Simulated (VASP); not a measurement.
Crystal: Ag3B.

```xyz
4
Lattice="4.0780 0.0000 0.0000 0.0000 4.0780 0.0000 0.0000 0.0000 4.0780" Properties=species:S:1:pos:R:3 pbc="T T T"
Ag    2.0390    2.0390    0.0000
Ag    2.0390    0.0000    2.0390
Ag    0.0000    2.0390    2.0390
B     0.0000    0.0000    0.0000
```

The cell was built from a structure type or drawn by symmetry, and may not be a known phase.

| Quantity | Value |
| --- | --- |
| Program | VASP 6.6.1 |
| Task | relaxation of cell and atoms |
| Functional | PBE |
| Potentials or basis | VASP PAW PBE potentials, release 64 (Ag, B) |
| Cutoff | 600 eV |
| k mesh | 4 × 4 × 4 |
| Occupations | gaussian, width 0.1 eV |
| Spin | no spin polarisation |

At the start: pressure -7.6 GPa; volume 16.95 Å³/atom.

Task: How do energy, volume and symmetry change on relaxing?

Result: Over 3 steps the energy falls by 41.1 meV/atom and the volume is 15.41 Å³/atom (-9.1 %); space group Pm-3m (No. 221, to 0.1 Å) before and after.

The path:
| step | energy change (eV) | largest force (eV/Å) | pressure (GPa) | volume (Å³) |
| --- | --- | --- | --- | --- |
| 1 | 0.0000 | 0.0000 | -7.64 | 67.82 |
| 2 | -0.1524 | 0.0000 | 2.69 | 60.19 |
| 3 | -0.1643 | 0.0000 | 0.03 | 61.64 |

Final structure:
```cif
data_structure
_symmetry_space_group_name_H-M 'P 1'
_symmetry_Int_Tables_number 1
_cell_length_a 3.9501
_cell_length_b 3.9501
_cell_length_c 3.9501
_cell_angle_alpha 90.000
_cell_angle_beta 90.000
_cell_angle_gamma 90.000
_cell_volume 61.64
loop_
_atom_site_label
_atom_site_type_symbol
_atom_site_fract_x
_atom_site_fract_y
_atom_site_fract_z
_atom_site_occupancy
Ag1 Ag 0.50000 0.50000 0.00000 1
Ag2 Ag 0.50000 0.00000 0.50000 1
Ag3 Ag 0.00000 0.50000 0.50000 1
B1 B 0.00000 0.00000 0.00000 1
```

Caveat: the k points lie up to 0.40 Å⁻¹ apart in the final cell, too coarse for converged energies and pressures of a metal.
